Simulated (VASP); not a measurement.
Input of a VASP 6.6.1 run:

Contents of POSCAR:

```
GaSb
1.0
    0.0000000000      3.0317979111      3.0317979111
    3.0317979111      0.0000000000      3.0317979111
    3.0317979111      3.0317979111      0.0000000000
Ga Sb
1 1
Direct
    0.0000000000      0.0000000000      0.0000000000
    0.7500000000      0.7500000000      0.7500000000
```

Contents of INCAR.step1:

```
SYSTEM = GaSb
PREC = Accurate
ENCUT = 520
ISMEAR = 0
SIGMA = 0.05
LREAL = .False.
LASPH = .True.
NELM = 80
NBANDS = 16
GGA = PE
ALGO = Normal
EDIFF = 1E-4
LWAVE = .True.
LCHARG = .False.
```

Contents of INCAR.step2:

```
SYSTEM = GaSb
PREC = Accurate
ENCUT = 520
EDIFF = 1E-7
ISMEAR = 0
SIGMA = 0.05
LREAL = .False.
LASPH = .True.
NELM = 80
ALGO = Normal
ISIF = 2
LWAVE = .False.
LCHARG = .False.
METAGGA = R2SCAN
LMIXTAU = .True.
IVDW = 13
VDW_S6 = 1.0
VDW_S8 = 0.6018749
VDW_A1 = 0.51559235
VDW_A2 = 5.77342911
NBANDS = 16
ISTART = 1
```

KPOINTS

```
regular mesh
0
Gamma
  6 6 6
  0 0 0
```

Potentials or basis: VASP PAW PBE potentials, release 64 (Ga_d, Sb).

Run with:

```sh
$ cat potpaw_PBE.64/Ga_d/POTCAR potpaw_PBE.64/Sb/POTCAR > POTCAR
$ cp INCAR.step1 INCAR
$ mpirun -np 1 vasp_std > vasp.out
$ cp INCAR.step2 INCAR
$ mpirun -np 1 vasp_std > vasp.out
```

(1) What does it give for the band gap on the k mesh?

(2) Estimate the pressure.

(3) Predict the dispersion energy per atom.

## Answers

(1) 0.66 eV, direct.

(2) 1.3 GPa.

(3) -0.145 eV.

Caveat: the PAW data sets were made with another functional, which shifts forces and pressure a little; spin-orbit coupling is left out, which moves the levels of the heavy elements.
